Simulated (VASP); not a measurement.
Rb3AlAs2, 6 atoms in the cell. The structure is hexagonal, space group P6/mmm (No. 191). The conventional cell has a = 6.359 Å, b = 6.359 Å, c = 10.868 Å, α = 90.00°, β = 90.00°, γ = 120.00°. Rb (site symmetry -6m2) has 3 Al at 3.67 Å and 3 Rb at 3.67 Å and 6 As at 4.30 Å within 4.8 Å. Within 4.2 Å of Rb (site symmetry 6/mmm) lie 2 As at 3.20 Å. Al (site symmetry 6/mmm) has 2 As at 2.23 Å within 3.0 Å. Within 3.0 Å of As (site symmetry 6mm) lie 1 Al at 2.23 Å. The cell was generated, and may not be a known phase.

- Program: VASP 6.6.1
- Task: single point
- Functional: PBE
- Potentials or basis: VASP PAW PBE potentials, release 64 (Rb_sv, Al, As)
- Cutoff: 520 eV
- k mesh: 6 × 6 × 2
- Occupations: gaussian, width 0.1 eV
- Spin: no spin polarisation
- Dipole correction: no
- Further INCAR settings: ALGO = Normal; EDIFF = 1e-06; NBANDS = 29

Potentials or basis: VASP PAW PBE potentials, release 64 (Rb_sv, Al, As).

Launch:

```console
$ cat potpaw_PBE.64/Rb_sv/POTCAR potpaw_PBE.64/Al/POTCAR potpaw_PBE.64/As/POTCAR > POTCAR
$ mpirun -np 1 vasp_std > vasp.out
```

Hardware: 1 thread of Intel(R) Xeon(R) 6975P-C (Granite Rapids) (shared host).

Problem. How long does it take, and how much memory?

Solution. Run time: 120 s on 1 thread of Intel(R) Xeon(R) 6975P-C (Granite Rapids), on a shared host, peak memory 0.52 GiB. Counts: scf iterations 17, k points 14.
